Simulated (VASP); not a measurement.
Write the native input for VASP 6.6.1 that does the following.

```
Task                   : relaxation of cell and atoms
Functional             : PBE
Potentials or basis    : VASP PAW PBE potentials, release 64 (Si, N)
Cutoff                 : 600 eV
k mesh                 : 18 × 18 × 8
Occupations            : gaussian, width 0.1 eV
Spin                   : no spin polarisation
Dipole correction      : no
Further INCAR settings : ALGO = Normal; EDIFF = 1e-06; IBRION = 2; EDIFFG = -0.01; NSW = 100; ISIF = 3
```

The structure of SiN lies in POSCAR:

```
SiN
1.0
    3.0592857292      0.0000000000      0.0000000000
   -1.5296428646      2.6494191589      0.0000000000
    0.0000000000      0.0000000000      6.8691910086
Si N
2 2
Direct
    0.3333333333      0.6666666667      0.7500000000
    0.6666666667      0.3333333333      0.2500000000
    0.3333333333      0.6666666667      0.2500000000
    0.6666666667      0.3333333333      0.7500000000
```

The cell was generated, and may not be a known phase.

One way to write it, as run:

INCAR

```
ALGO = Normal
EDIFF = 1E-6
EDIFFG = -0.01
ENCUT = 600
GGA = PE
IBRION = 2
ISIF = 3
ISMEAR = 0
LASPH = True
LCHARG = False
LREAL = False
LWAVE = False
NELM = 80
NSW = 100
PREC = Accurate
SIGMA = 0.1
```

KPOINTS

```
k-points
0
Gamma
  18 18 8
```

Potentials or basis: VASP PAW PBE potentials, release 64 (Si, N).

Run with:

```sh
$ cat potpaw_PBE.64/Si/POTCAR potpaw_PBE.64/N/POTCAR > POTCAR
$ mpirun -np 1 vasp_std > vasp.out
```

Results of the run:

```yaml
Relaxed_volume: 14.00 Å³/atom
Relaxed_cell: a = 3.056 Å, b = 3.056 Å, c = 6.921 Å, α = 90.00°, β = 90.00°, γ = 120.00°
Space_group_after_relaxing_to_0.1_Å: P6_3/mmc (No. 194)
Energy_gained_by_relaxing: 0.2 meV/atom
Ionic_steps: 5
Pressure_after_relaxing: 0.1 GPa
Band_gap_on_the_k_mesh: zero (bands 9 and 10 overlap by 2.15 eV)
```

It took 7.3 min on 1 thread of AMD EPYC 7R13, with other jobs on the host, peak memory 0.28 GiB.
